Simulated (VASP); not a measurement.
**CdF2: single point with r2SCAN**

The system is CdF2.

```
Cd F
1.0
     0.00000    2.69400    2.69400
     2.69400    0.00000    2.69400
     2.69400    2.69400    0.00000
Cd F
1 2
Direct
  0.00000 0.00000 0.00000
  0.75000 0.75000 0.75000
  0.25000 0.25000 0.25000
```

```yaml
Program: VASP 6.6.1
Task: single point
Functional: r2SCAN
Potentials_or_basis: VASP PAW PBE potentials, release 64 (Cd, F)
Cutoff: 520 eV
k_mesh: 7 × 7 × 7
Occupations: fermi-dirac, width 0.05 eV
Spin: non-collinear spin, zero start, spin-orbit coupling
Starting_moments: "[[0.0, 0.0, 0.0], [0.0, 0.0, 0.0], [0.0, 0.0, 0.0]] μB"
Dipole_correction: no
Further_INCAR_settings: ALGO = Normal; EDIFF = 1e-06; NBANDS = 39
```

* Pressure: 1.0 GPa
* Net moment: 0.00 μB per cell
* Valence electrons inside the program's atomic spheres: Cd 10.10; F 6.12

Moments on the atoms (μB; x, y, z):
```
Cd  0.00 0.00 0.00
F   0.00 0.00 0.00
F   0.00 0.00 0.00
```

Wall time 5.4 min on 1 thread of Intel(R) Xeon(R) Platinum 8259CL CPU @ 2.50GHz (Skylake/Cascade Lake), with other jobs on the host, peak memory 0.31 GiB.

Caveat: the PAW data sets were made with another functional, which shifts forces and pressure a little.
